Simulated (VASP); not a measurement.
Input of a VASP 6.6.1 run:

Contents of INCAR:

```
  PREC = Accurate
  ENCUT = 520
  EDIFF = 1E-6
  ISMEAR = 0
  SIGMA = 0.0413
  LREAL = F
  LASPH = T
  NELM = 100
  ALGO = Normal
  ISIF = 2
  LWAVE = F
  LCHARG = F
  GGA = PS
  NBANDS = 9
```

File KPOINTS:

```
regular mesh
0
Gamma
  9 9 5
```

The input POSCAR:

```
Be
1.0
    2.3223586100      0.0000000000      0.0000000000
   -1.1611793100      2.0112259600      0.0000000000
    0.0000000000      0.0000000000      3.6317202100
Be
2
Direct
    0.3333300000      0.6666700000      0.2500000000
    0.6666600000      0.3333300000      0.7500000000
```

Potentials or basis: VASP PAW PBE potentials, release 64 (Be).

Command:

```bash
$ cat potpaw_PBE.64/Be/POTCAR > POTCAR
$ mpirun -np 1 vasp_std > vasp.out
```

(1) Predict the band gap on the k mesh.

(2) What does it give for the pressure?

Results:

(1) zero (band 2 reaches 7.50 eV, above the bottom of band 3 at 5.40 eV).

(2) -8.3 GPa.

Caveat: the PAW data sets were made with another functional, which shifts forces and pressure a little.
